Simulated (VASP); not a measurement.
Al: single point with LDA

The system is Al.

```xyz
1
Lattice="-1.5587 1.5587 1.5587 1.5587 -1.5587 1.5587 1.5587 1.5587 -1.5587" Properties=species:S:1:pos:R:3 pbc="T T T"
Al    0.0000    0.0000    0.0000
```

```json
{"Program": "VASP 6.6.1", "Task": "single point", "Functional": "LDA", "Potentials or basis": "VASP PAW LDA potentials, release 64 (Al)", "Cutoff": "520 eV", "k mesh": "13 × 13 × 13", "Occupations": "fermi-dirac, width 0.1 eV", "Spin": "no spin polarisation", "Dipole correction": "no", "Further INCAR settings": "ALGO = Normal; EDIFF = 1e-07; NBANDS = 8"}
```

```yaml
Pressure: 5.8 GPa
```

Levels at points of the mesh, in eV from the Fermi level:
```tsv
k point	band 1	band 2	band 3	band 4	band 5	band 6
(0.00, 0.00, 0.00)	-11.73	13.69	13.69	13.69	15.69	15.69
```

Run time: 3 s on 1 thread of Intel(R) Xeon(R) 6975P-C (Granite Rapids) (shared host), peak memory 0.11 GiB.
